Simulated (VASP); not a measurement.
Here is a VASP 6.6.1 calculation.

Contents of INCAR:

```
SYSTEM = GaN
ALGO = Normal
EDIFF = 1E-6
ENCUT = 600
GGA = PE
GGA_COMPAT = .FALSE.
ISIF = 2
ISMEAR = 0
LASPH = .TRUE.
LCHARG = .FALSE.
LREAL = .FALSE.
LWAVE = .FALSE.
NBANDS = 16
NELM = 120
PREC = Accurate
SIGMA = 0.01
```

The input KPOINTS:

```
k-points
0
G
  8 8 8
  0 0 0
```

Contents of POSCAR:

```
GaN
1.0
    0.0000000000      2.1771846327      2.1771846327
    2.1771846327      0.0000000000      2.1771846327
    2.1771846327      2.1771846327      0.0000000000
Ga N
1 1
Direct
    0.0000000000      0.0000000000      0.0000000000
    0.7500000000      0.7500000000      0.7500000000
```

Potentials or basis: VASP PAW PBE potentials, release 64 (Ga_d, N).

Command:

```console
$ cat potpaw_PBE.64/Ga_d/POTCAR potpaw_PBE.64/N/POTCAR > POTCAR
$ mpirun -np 1 vasp_std > vasp.out
```

Question: What does it give for the pressure?

Answer: 29.7 GPa.

Question: Predict the band gap on the k mesh.

Answer: 2.39 eV, direct.

As with any semilocal functional, this PBE gap is likely too small.
